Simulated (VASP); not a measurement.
Here is a VASP 6.6.1 calculation.

INCAR

```
SYSTEM = CaO
PREC = Accurate
ENCUT = 520
EDIFF = 1E-6
ISMEAR = 0
SIGMA = 0.05
LREAL = .False.
LASPH = .True.
NELM = 80
ALGO = Normal
ISIF = 2
LWAVE = .False.
LCHARG = .False.
GGA = PS
NBANDS = 15
```

Contents of KPOINTS:

```
Automatic mesh
0
Gamma
  12 12 12
  0 0 0
```

Contents of POSCAR:

```
CaO
1.0
    0.0000000000      2.3834255694      2.3834255694
    2.3834255694      0.0000000000      2.3834255694
    2.3834255694      2.3834255694      0.0000000000
Ca O
1 1
Direct
    0.5000000000      0.5000000000      0.5000000000
    0.0000000000      0.0000000000      0.0000000000
```

Potentials or basis: VASP PAW PBE potentials, release 64 (Ca_sv, O).

The run is started by

```bash
$ cat potpaw_PBE.64/Ca_sv/POTCAR potpaw_PBE.64/O/POTCAR > POTCAR
$ mpirun -np 1 vasp_std > vasp.out
```

Task: Predict the band gap on the k mesh.

Result: 3.52 eV, indirect (least direct gap 3.89 eV).

Task: What does it give for the pressure?

Result: 0.6 GPa.

Caveat: the PAW data sets were made with another functional, which shifts forces and pressure a little. A k mesh can miss the band edges.
